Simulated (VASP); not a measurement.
AgCl: single point with PBE

The system is AgCl.

```
Ag Cl
1.0
     0.00000    2.77266    2.77266
     2.77266    0.00000    2.77266
     2.77266    2.77266    0.00000
Ag Cl
1 1
Cartesian
  0.0000 0.0000 0.0000
  2.7727 2.7727 2.7727
```

```yaml
Program: VASP 6.6.1
Task: single point
Functional: PBE
Potentials_or_basis: VASP PAW PBE potentials, release 64 (Ag, Cl)
Cutoff: 500 eV
k_mesh: 4 × 4 × 4
Occupations: gaussian, width 0.1 eV
Spin: non-collinear spin, zero start, spin-orbit coupling
Starting_moments: "[[0.0, 0.0, 0.0], [0.0, 0.0, 0.0]] μB"
```

| Item | Value |
| --- | --- |
| Pressure | 1.6 GPa |
| Net moment | 0.00 μB per cell |
| Valence electrons inside the program's atomic spheres | Ag 9.71; Cl 5.08 |

Moments on the atoms (μB; x, y, z):
```
Ag  0.00 0.00 0.00
Cl  0.00 0.00 0.00
```

Run time: 29 s on 1 thread of AMD EPYC 7R43 64-Core Processor (Zen 3), on a shared host, peak memory 0.23 GiB.

Caveat: the k points lie up to 0.49 Å⁻¹ apart.
